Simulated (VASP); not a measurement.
# W (Fd-3m) in VASP: a series of runs

W is run at these levels: PBE; tasks: single point, relaxation of cell and atoms.

All numbers are computed with VASP 6.6.1; they aren't measurements. Logs are shortened: lines on timing, memory, paths and dates and some standing lists are left out, and cuts for length are marked.

**1. The cell of the first run**

Symmetry: Fd-3m, No. 227, cubic system. The conventional cell has a = 5.831 Å, b = 5.831 Å, c = 5.831 Å, α = 90.00°, β = 90.00°, γ = 90.00°. Within 3.3 Å of W (site symmetry -43m) lie 4 W at 2.52 Å.

This isn't the form of W at room conditions, which is bcc.

**2. Single point, PBE**

File INCAR:

```
  ALGO = Normal
  EDIFF = 1E-6
  ENCUT = 500
  GGA = PE
  GGA_COMPAT = False
  ISIF = 2
  ISMEAR = -1
  LASPH = True
  LCHARG = False
  LREAL = False
  LWAVE = False
  NBANDS = 21
  NELM = 120
  PREC = Accurate
  SIGMA = 0.1
```

File KPOINTS:

```
k-points
0
Gamma
  7 7 7
```

File POSCAR:

```
W
1.0
    0.0000000000      2.9156008050      2.9156008050
    2.9156008050      0.0000000000      2.9156008050
    2.9156008050      2.9156008050      0.0000000000
W
2
Direct
    1.0000000000      1.0000000000      1.0000000000
    0.2500000000      0.2500000000      0.2500000000
```

Potentials or basis: VASP PAW PBE potentials, release 64 (W_sv).

Launch:

```
$ cat potpaw_PBE.64/W_sv/POTCAR > POTCAR
$ mpirun -np 1 vasp_std > vasp.out
```

OUTCAR:

```text
EDIFF = 1E-6
   ENCUT = 500
   GGA = PE
   ISIF = 2
   ISMEAR = -1
   LASPH = True
   LREAL = False
   NELM = 120
   PREC = Accurate

 ion  position               nearest neighbor table
   1  0.000  0.000  0.000-   2 2.52   2 2.52   2 2.52   2 2.52
   2  0.250  0.250  0.250-   1 2.52   1 2.52   1 2.52   1 2.52

  LATTYP: Found a face centered cubic cell.
 ALAT       =     5.8312016100

  Lattice vectors:

 A1 = (   0.0000000000,   2.9156008050,   2.9156008050)
 A2 = (   2.9156008050,   0.0000000000,   2.9156008050)
 A3 = (   2.9156008050,   2.9156008050,   0.0000000000)

Analysis of symmetry for initial positions (statically):
=====================================================================
 Subroutine PRICEL returns:
 Original cell was already a primitive cell.

 Routine SETGRP: Setting up the symmetry group for a
 face centered cubic supercell.

 Subroutine GETGRP returns: Found 48 space group operations
 (whereof 24 operations were pure point group operations)
 out of a pool of 48 trial point group operations.

The static configuration has the point symmetry T_d .
 The point group associated with its full space group is O_h .

Analysis of symmetry for dynamics (positions and initial velocities):
=====================================================================
 Subroutine PRICEL returns:
 Original cell was already a primitive cell.

 Routine SETGRP: Setting up the symmetry group for a
 face centered cubic supercell.

 Subroutine GETGRP returns: Found 48 space group operations
 (whereof 24 operations were pure point group operations)
 out of a pool of 48 trial point group operations.

The dynamic configuration has the point symmetry T_d .
 The point group associated with its full space group is O_h .

 Subroutine INISYM returns: Found 48 space group operations
 (whereof 24 operations are pure point group operations),
 and found     1 'primitive' translations

----------------------------------------------------------------------------------------

                                     Primitive cell

  volume of cell :      49.5695

  direct lattice vectors                    reciprocal lattice vectors
     0.000000000  2.915600805  2.915600805    -0.171491241  0.171491241  0.171491241
     2.915600805  0.000000000  2.915600805     0.171491241 -0.171491241  0.171491241
     2.915600805  2.915600805  0.000000000     0.171491241  0.171491241 -0.171491241

  length of vectors
     4.123282201  4.123282201  4.123282201     0.297031542  0.297031542  0.297031542

  position of ions in fractional coordinates (direct lattice)
     0.000000000  0.000000000  0.000000000
     0.250000000  0.250000000  0.250000000

  ion indices of the primitive-cell ions
   primitive index   ion index
                 1           1
                 2           2

----------------------------------------------------------------------------------------

 KPOINTS: k-points

Automatic generation of k-mesh.
 Grid dimensions read from file:
 generate k-points for:    7    7    7

 Generating k-lattice:

  Cartesian coordinates                     Fractional coordinates (reciprocal lattice)
    -0.024498749  0.024498749  0.024498749     0.142857143  0.000000000  0.000000000
     0.024498749 -0.024498749  0.024498749     0.000000000  0.142857143  0.000000000
     0.024498749  0.024498749 -0.024498749     0.000000000  0.000000000  0.142857143

  Length of vectors
     0.042433077  0.042433077  0.042433077

  Shift w.r.t. Gamma in fractional coordinates (k-lattice)
     0.000000000  0.000000000  0.000000000

 Subroutine IBZKPT returns following result:
 ===========================================

 Found     20 irreducible k-points:

 Following reciprocal coordinates:
            Coordinates               Weight
  0.000000  0.000000  0.000000      1.000000
  0.142857  0.000000  0.000000      8.000000
  0.285714  0.000000  0.000000      8.000000
  0.428571  0.000000  0.000000      8.000000
  0.142857  0.142857  0.000000      6.000000
  0.285714  0.142857  0.000000     24.000000
[... 12 lines left out ...]
 -0.428571  0.428571  0.142857     24.000000
 -0.285714  0.428571  0.142857     24.000000
   k-points           NKPTS =     20   k-points in BZ     NKDIM =     20   number of bands    NBANDS=     21
   number of dos      NEDOS =    301   number of ions     NIONS =      2
   total plane-waves  NPLWV =  27000
   dimension x,y,z NGX =    30 NGY =   30 NGZ =   30
   dimension x,y,z NGXF=    60 NGYF=   60 NGZF=   60
   ions per type =               2
   NGX,Y,Z   is equivalent  to a cutoff of  12.10, 12.10, 12.10 a.u.
   NGXF,Y,Z  is equivalent  to a cutoff of  24.19, 24.19, 24.19 a.u.
 SYSTEM =  unknown system
   PREC   = accura    normal or accurate (medium, high low for compatibility)
   ISTART =      0    job   : 0-new  1-cont  2-samecut
   ICHARG =      2    charge: 1-file 2-atom 10-const
   ISPIN  =      1    spin polarized calculation?
   LNONCOLLINEAR =      F non collinear calculations
   LSORBIT =      F    spin-orbit coupling
   LASPH  =      T    aspherical Exc in radial PAW
   ENCUT  =  500.0 eV  36.75 Ry    6.06 a.u.   7.52  7.52  7.52*2*pi/ulx,y,z
   NELM   =    120;   NELMIN=  2; NELMDL= -5     # of ELM steps
   EDIFF  = 0.1E-05   stopping-criterion for ELM
   LREAL  =      F    real-space projection
   EDIFFG = 0.1E-04   stopping-criterion for IOM
   NSW    =      0    number of steps for IOM
   IBRION =     -1    ionic relax: 0-MD 1-quasi-New 2-CG
   NFREE  =      0    steps in history (QN), initial steepest desc. (CG)
   ISIF   =      2    stress and relaxation
   ISYM   =      2    0-nonsym 1-usesym 2-fastsym
   POTIM  = 0.5000    time-step for ionic-motion
   TEBEG  =    0.0;   TEEND  =   0.0 temperature during run
   PSTRESS=    0.0 pullay stress
   NELECT =      28.0000    total number of electrons
   NUPDOWN=      -1.0000    fix difference up-down
   EMIN   =  10.00;   EMAX   =-10.00  energy-range for DOS
   EFERMI =   0.00;   METHOD = LEGACY
   ISMEAR =    -1;   SIGMA  =   0.10  broadening in eV -4-tet -1-fermi 0-gaus
   EFERMI_NEDOS =   21; number of points for ismear=-14 and -15
   IALGO  =     38    algorithm
   IMIX   =      4    mixing-type and parameters
     AMIX     =   0.40;   BMIX     =  1.00
     AMIX_MAG =   1.60;   BMIX_MAG =  1.00
  volume/ion in A,a.u.               =      24.78       167.26
  Fermi-wavevector in a.u.,A,eV,Ry     =   1.353286  2.557339 24.917462  1.831382
  Thomas-Fermi vector in A             =   2.480554
   LORBIT       =      0    0 simple, 1 ext, 2 COOP (PROOUT), +10 PAW based schemes
   GGA     = PE    functional components
   LHFCALC =     F    Hartree Fock is set to
   AEXX    =    0.0000 exact exchange contribution
   IVDW    =     0    specifies the selected vdW correction
   LEPSILON=     F    determine dielectric tensor
   LRPA    =     F    only Hartree local field effects (RPA)
 non-spin polarized calculation
  energy-cutoff  :      500.00
  volume of cell :       49.57
 maximum number of plane-waves:      1275
 NGX is ok and might be reduce to    30
   NGX = 15   NGY = 15   NGZ = 15

 number of electron      28.0000007 magnetization

 Free energy of the ion-electron system (eV)
  ---------------------------------------------------
  ext. energy  EPLUGINS =         0.00000000
  ---------------------------------------------------
  free energy    TOTEN  =       -20.64580521 eV

  energy without entropy =      -20.55116736  energy(sigma->0) =      -20.59848628

 E-fermi :   5.2183     XC(G=0): -10.7702

 val. band max:        5.1838904063   @ k =   0.2857   0.2857   0.0000
 cond. band min:       5.2214081206   @ k =  -0.4286   0.2857   0.0000
 fundamental gap:      0.0375177143
 Fermi energy:         5.2182656875

 k-point     1 :       0.0000    0.0000    0.0000
  band No.  band energies     occupation
      1     -67.9303      2.00000
      2     -67.6175      2.00000
      3     -32.5113      2.00000
      4     -32.5113      2.00000
      5     -32.5113      2.00000
      6     -31.6062      2.00000
[... 13 lines left out ...]
     20      15.8604      0.00000
     21      16.0280      0.00000

 k-point     2 :       0.1429    0.0000    0.0000
  band No.  band energies     occupation
      1     -67.9190      2.00000
      2     -67.6292      2.00000
      3     -32.5315      2.00000
      4     -32.5315      2.00000
      5     -32.5080      2.00000
      6     -31.6116      2.00000
[... 13 lines left out ...]
     20      15.2888      0.00000
     21      15.9537      0.00000

 k-point     3 :       0.2857    0.0000    0.0000
  band No.  band energies     occupation
      1     -67.8894      2.00000
      2     -67.6594      2.00000
      3     -32.5739      2.00000
      4     -32.5739      2.00000
      5     -32.5014      2.00000
      6     -31.6226      2.00000
[... 13 lines left out ...]
     20      12.6862      0.00000
     21      14.9986      0.00000

 k-point     4 :       0.4286    0.0000    0.0000
  band No.  band energies     occupation
      1     -67.8584      2.00000
      2     -67.6909      2.00000
      3     -32.6053      2.00000
      4     -32.6053      2.00000
      5     -32.4969      2.00000
      6     -31.6304      2.00000
[... 13 lines left out ...]
     20      10.3129      0.00000
     21      14.9488      0.00000

 k-point     5 :       0.1429    0.1429    0.0000
  band No.  band energies     occupation
      1     -67.9150      2.00000
      2     -67.6333      2.00000
      3     -32.5549      2.00000
      4     -32.5549      2.00000
      5     -32.4682      2.00000
      6     -31.6541      2.00000
[... 13 lines left out ...]
     20      15.2211      0.00000
     21      16.6317      0.00000
[... 286 lines left out ...]
     20      12.2671      0.00000
     21      12.9289      0.00000

 k-point    18 :      -0.4286    0.2857    0.1429
  band No.  band energies     occupation
      1     -67.8301      2.00000
      2     -67.7196      2.00000
      3     -32.7053      2.00000
      4     -32.6528      2.00000
      5     -32.2938      2.00000
      6     -31.8346      2.00000
[... 13 lines left out ...]
     20      10.4678      0.00000
     21      12.2478      0.00000

 k-point    19 :      -0.4286    0.4286    0.1429
  band No.  band energies     occupation
      1     -67.8063      2.00000
      2     -67.7436      2.00000
      3     -32.7105      2.00000
      4     -32.6945      2.00000
      5     -32.1728      2.00000
      6     -31.9615      2.00000
[... 13 lines left out ...]
     20      10.7104      0.00000
     21      10.8905      0.00000

 k-point    20 :      -0.2857    0.4286    0.1429
  band No.  band energies     occupation
      1     -67.7966      2.00000
      2     -67.7533      2.00000
      3     -32.7240      2.00000
      4     -32.6881      2.00000
      5     -32.1622      2.00000
      6     -31.9684      2.00000
[... 13 lines left out ...]
     20      10.2934      0.00000
     21      10.8724      0.00000

------------------------ aborting loop because EDIFF is reached ----------------------------------------

  FORCE on cell =-STRESS in cart. coord.  units (eV):
  Direction    XX          YY          ZZ          XY          YZ          ZX
  --------------------------------------------------------------------------------------
  -------------------------------------------------------------------------------------
  Total        0.1490598      0.1490598      0.1490598      0.0000000      0.0000000      0.0000000
  in kB        4.8178901      4.8178901      4.8178901      0.0000000      0.0000000      0.0000000
  external PRESSURE =       4.8178901 kB  Pullay stress =       0.0000000 kB

 VOLUME and BASIS-vectors are now :
 -----------------------------------------------------------------------------
  energy-cutoff  :      500.00
  volume of cell :       49.57
      direct lattice vectors                 reciprocal lattice vectors
     0.000000000  2.915600805  2.915600805    -0.171491241  0.171491241  0.171491241
     2.915600805  0.000000000  2.915600805     0.171491241 -0.171491241  0.171491241
     2.915600805  2.915600805  0.000000000     0.171491241  0.171491241 -0.171491241

 POSITION                                       TOTAL-FORCE (eV/Angst)
 -----------------------------------------------------------------------------------
      0.00000      0.00000      0.00000         0.000000      0.000000      0.000000
      1.45780      1.45780      1.45780        -0.000000     -0.000000     -0.000000
 -----------------------------------------------------------------------------------
    total drift:                                0.000000     -0.000000      0.000000

  FREE ENERGIE OF THE ION-ELECTRON SYSTEM (eV)
  ---------------------------------------------------
  free  energy   TOTEN  =       -20.6458052058 eV

  energy  without entropy=      -20.5511673588  energy(sigma->0) =      -20.59848628
```

It took 12 s on 1 thread of AMD EPYC 9R45 (Zen 5), shared host; peak memory 0.14 GiB.

Results:

```
Free energy            : -20.6458 eV
Pressure               : 0.5 GPa
Band gap on the k mesh : zero (bands 14 and 15 overlap by 0.85 eV)
```

Caveat: spin-orbit coupling is left out, which moves the levels of the heavy elements.

**3. Relaxation of cell and atoms, PBE**

This run uses another cell than the first one, of 20.57 Å³/atom.

File INCAR:

```
PREC = Accurate ; ENCUT = 500
EDIFF = 1E-7 ; ISMEAR = -1
SIGMA = 0.1 ; LREAL = F
LASPH = T ; NELM = 120
ALGO = Normal ; ISIF = 3
LWAVE = F ; LCHARG = F
GGA = PE ; IBRION = 2
NSW = 60 ; EDIFFG = -0.01
GGA_COMPAT = F ; NELMIN = 4
```

File KPOINTS:

```
regular mesh
0
Gamma
  7 7 7
```

File POSCAR:

```
W
1.0
    0.0000000000      2.7400000000      2.7400000000
    2.7400000000      0.0000000000      2.7400000000
    2.7400000000      2.7400000000      0.0000000000
W
2
Direct
    1.0000000000      1.0000000000      1.0000000000
    0.2500000000      0.2500000000      0.2500000000
```

Potentials or basis: VASP PAW PBE potentials, release 64 (W_sv).

Launch:

```
$ cat potpaw_PBE.64/W_sv/POTCAR > POTCAR
$ mpirun -np 1 vasp_std > vasp.out
```

It took 42 s on 1 thread of AMD EPYC 9R45 (Zen 5), shared host; peak memory 0.13 GiB.

Results (log left out):

- Free energy: -20.6426 eV
- Relaxed volume: 24.89 Å³/atom
- Relaxed cell: a = 4.129 Å, b = 4.129 Å, c = 4.129 Å, α = 60.00°, β = 60.00°, γ = 60.00°
- Space group after relaxing (to 0.1 Å): Fd-3m (No. 227)
- Pressure after relaxing: 0.0 GPa
- Band gap on the k mesh: zero (bands 14 and 15 overlap by 0.85 eV)

Final structure:
```
W
1.0
     0.00000    2.91973    2.91973
     2.91973    0.00000    2.91973
     2.91973    2.91973    0.00000
W
2
Direct
  0.00000 0.00000 0.00000
  0.25000 0.25000 0.25000
```

Levels at points of the mesh, in eV from the Fermi level:
| k point | band 12 | band 13 | band 14 | band 15 | band 16 | band 17 |
| --- | --- | --- | --- | --- | --- | --- |
| (0.00, 0.00, 0.00) | -1.08 | -1.08 | -1.08 | 1.53 | 1.53 | 1.53 |

Caveat: the volume moved by over 15 % at a fixed basis, so the end points are rough; spin-orbit coupling is left out, which moves the levels of the heavy elements.
